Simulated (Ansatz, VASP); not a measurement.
**One calculation of CoHg3, two programs**

```
Co Hg
1.0
     4.31247    0.00000    0.00000
     0.00000    4.31247    0.00000
     0.00000    0.00000    4.31247
Co Hg
1 3
Cartesian
  0.0000 0.0000 0.0000
  0.0000 2.1562 2.1562
  2.1562 0.0000 2.1562
  2.1562 2.1562 0.0000
```

Alike in both runs: functional r2SCAN; k mesh 4 × 4 × 4; occupations gaussian, width 0.1 eV; collinear spin.

Ansatz relaxed the structure, and its values are those at the end. VASP's run is a single point on that final structure, the one shown.

```csv
,VASP,Ansatz
version,VASP 6.6.1,Ansatz 0.2.0
potentials or method,"VASP PAW PBE potentials, release 64 (Co_sv, Hg_sv_GW), cutoff 760 eV","scalar-relativistic, plane waves, PAW"
valence electrons in the cell,77,77
```

VASP gave:

```
gap on the k mesh at the Fermi level (eV)                     : none
pressure (GPa)                                                : -2.8
net moment per atom (μB)                                      : 0.48
size of the moment on the site where the two differ most (μB) : 1.97
```

Task: What did Ansatz give for the same quantities?

Result: gap on the k mesh at the Fermi level (eV): none; pressure (GPa): 0.0; net moment per atom (μB): 0.45; size of the moment on the site where the two differ most (μB): 2.00.

VASP's potentials were made for PBE, not for r2SCAN. Site moments also hang on the region over which each program counts them. A gap of «none» marks a metal or a gap that the smearing closes. With one functional, cell and mesh, what is left measures potentials, basis and numerics.

The k mesh is coarse, so the values compare programs but aren't converged. Spin-orbit coupling is off throughout.
